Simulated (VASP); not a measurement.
Wanted: the native input for a VASP 6.6.1 run.

```
Task                               : single point
Functional                         : r2SCAN0
Potentials or basis                : VASP PAW PBE potentials, release 64 (Cu)
Cutoff                             : 520 eV
k mesh                             : 6 × 6 × 4
Occupations                        : fermi-dirac, width 0.05 eV
Spin                               : no spin polarisation
Dipole correction                  : no
Grid for exact exchange (PRECFOCK) : Normal
Further INCAR settings             : ALGO = Normal; EDIFF = 1e-06; NBANDS = 18
Share of exact exchange            : 0.25
```

Crystal: Cu.

```
Cu
1.0
     2.55088    0.00000    0.00000
    -1.27544    2.20913    0.00000
     0.00000    0.00000    4.13981
Cu
2
Direct
  0.66667 0.33333 0.75000
  0.33333 0.66667 0.25000
```

This isn't the form of Cu at room conditions, which is fcc.

The input as run:

POSCAR

```
Cu
1.0
    2.5508792560      0.0000000000      0.0000000000
   -1.2754396280      2.2091262377      0.0000000000
    0.0000000000      0.0000000000      4.1398073633
Cu
2
Direct
    0.6666666667      0.3333333333      0.7500000000
    0.3333333333      0.6666666667      0.2500000000
```

INCAR.step1

```
SYSTEM = Cu
ALGO     = Normal         ! electronic algorithm
EDIFF    = 1E-5           ! SCF threshold, eV
ENCUT    = 520            ! plane-wave cutoff, eV
GGA      = PE             ! functional
ISIF     = 2              ! what is computed and relaxed
ISMEAR   = -1             ! smearing method
LASPH    = .TRUE.         ! aspherical terms in the spheres
LREAL    = .FALSE.        ! projectors in reciprocal space
LWAVE    = .TRUE.         ! write WAVECAR
NBANDS   = 18             ! bands
NELM     = 60             ! most SCF steps
PREC     = Accurate       ! precision mode
SIGMA    = 0.05           ! smearing width, eV
```

INCAR.step2

```
SYSTEM = Cu
AEXX     = 0.25           ! exact-exchange fraction
ALGO     = Normal         ! electronic algorithm
EDIFF    = 1E-6           ! SCF threshold, eV
ENCUT    = 520            ! plane-wave cutoff, eV
ISIF     = 2              ! what is computed and relaxed
ISMEAR   = -1             ! smearing method
ISTART   = 1            
LASPH    = .TRUE.         ! aspherical terms in the spheres
LCHARG   = .TRUE.         ! write CHGCAR
LELF     = .TRUE.         ! ELF
LHFCALC  = .TRUE.         ! exact exchange
LMIXTAU  = .TRUE.       
LREAL    = .FALSE.        ! projectors in reciprocal space
LVHAR    = .TRUE.       
LWAVE    = .FALSE.        ! write WAVECAR
METAGGA  = R2SCAN         ! meta-GGA
NBANDS   = 18             ! bands
NELM     = 60             ! most SCF steps
PREC     = Accurate       ! precision mode
PRECFOCK = Normal       
SIGMA    = 0.05           ! smearing width, eV
```

KPOINTS

```
k-points
0
G
  6 6 4
  0 0 0
```

Potentials or basis: VASP PAW PBE potentials, release 64 (Cu).

Command:

```console
$ cat potpaw_PBE.64/Cu/POTCAR > POTCAR
$ cp INCAR.step1 INCAR
$ mpirun -np 1 vasp_std > vasp.out
$ cp INCAR.step2 INCAR
$ mpirun -np 1 vasp_std > vasp.out
```

Results of the run:

| Quantity | Value |
| --- | --- |
| Pressure | 1.4 GPa |
| Band gap on the k mesh | zero (bands 11 and 12 overlap by 8.98 eV) |

Caveat: the k points lie up to 0.47 Å⁻¹ apart, too coarse for converged energies and pressures of a metal; the PAW data sets were made with another functional, which shifts forces and pressure a little.

It took 33 min on 1 thread of Intel(R) Xeon(R) Platinum 8259CL CPU @ 2.50GHz (Skylake/Cascade Lake), on a shared host, peak memory 0.15 GiB.
